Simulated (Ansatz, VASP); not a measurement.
One calculation of ScIr, two programs

```
Sc Ir
1.0
     3.20600    0.00000    0.00000
     0.00000    3.20600    0.00000
     0.00000    0.00000    3.20600
Sc Ir
1 1
Direct
  0.50000 0.50000 0.50000
  0.00000 0.00000 0.00000
```

Alike in both runs: task relaxation of cell and atoms; functional LDA; k mesh 12 × 12 × 12; occupations fermi-dirac, width 0.1 eV; no spin polarisation.

|  | VASP | Ansatz |
| --- | --- | --- |
| version | VASP 6.6.1 | Ansatz 0.2.0 |
| potentials or method | VASP PAW LDA potentials, release 64 (Sc_sv, Ir) | PAW with Ansatz's default frozen-core files, scalar-relativistic |
| plane-wave cutoff (eV) | 600 | 420 |
| valence electrons in the cell | 20 | 28 |

|  | VASP | Ansatz | Ansatz less VASP |
| --- | --- | --- | --- |
| relaxed volume (Å³/atom) | 15.90 | 15.81 | -0.088 |
| relaxed length of the cell vector where the two differ most in proportion (Å) | 3.168 | 3.162 | -0.0059 |

LDA's correlation is that of Perdew and Zunger in VASP and of Perdew and Wang (1992) in Ansatz. VASP's potentials hold 20 valence electrons a cell and Ansatz's 28, so a difference there can come from the potentials and not from the codes.

Spin-orbit coupling is off throughout.
